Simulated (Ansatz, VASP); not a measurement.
This is a calculation of Mg for Ansatz 0.2.0.

The input input.yaml:

```yaml
crystal:
  lattice:
    - [0.0, 2.273789071, 2.273789071]
    - [2.273789071, 0.0, 2.273789071]
    - [2.273789071, 2.273789071, 0.0]
  atoms:
    - { symbol: Mg, position: [0.0, 0.0, 0.0] }
kpoints:
  mp_grid: { grid: [10, 10, 10] }
scf:
  occupations: { method: gaussian, width: 0.15 }
hamiltonian:
  xc: rpbe
  dispersion: d3bj
  pseudopotentials: { kind: all_electron, lapw: { basis_error: 0.002 } }
output:
  forces: true
  stress: true
  eigenvalues: true
```

Potentials or basis: all-electron LAPW, scalar-relativistic.

Command:

```bash
$ ansatz run input.yaml --threads 1 --pin off --max-ram 2560MiB --backend cpu --events-out ev --progress --plain --runs-dir out
```

Task: Translate it to VASP 6.6.1. Potentials there: VASP PAW PBE potentials, release 64 (Mg).

Result: As run (the cutoff follows the program's own potentials):

File INCAR:

```
SYSTEM = Mg
  PREC = Accurate
  ENCUT = 520
  EDIFF = 1E-6
  ISMEAR = 0
  SIGMA = 0.15
  LREAL = .FALSE.
  LASPH = .TRUE.
  NELM = 80
  ALGO = Fast
  ISIF = 2
  LWAVE = .FALSE.
  LCHARG = .FALSE.
  GGA = RP
  IVDW = 12
  NBANDS = 7
```

File KPOINTS:

```
regular mesh
0
G
  10 10 10
  0 0 0
```

The input POSCAR:

```
Mg
1.0
    0.0000000000      2.2737890710      2.2737890710
    2.2737890710      0.0000000000      2.2737890710
    2.2737890710      2.2737890710      0.0000000000
Mg
1
Direct
    0.0000000000      0.0000000000      0.0000000000
```

Potentials or basis: VASP PAW PBE potentials, release 64 (Mg).

Command:

```console
$ cat potpaw_PBE.64/Mg/POTCAR > POTCAR
$ mpirun -np 1 vasp_std > vasp.out
```

Both were run:

|  | VASP | Ansatz | Ansatz less VASP |
| --- | --- | --- | --- |
| gap on the k mesh at the Fermi level (eV) | none | none | - |
| pressure (GPa) | -13.0 | -12.9 | +0.14 |

VASP's potentials were made for PBE, not for RPBE. A gap of «none» marks a metal or a gap that the smearing closes. Ansatz ran all-electron here, and VASP with PAW potentials.
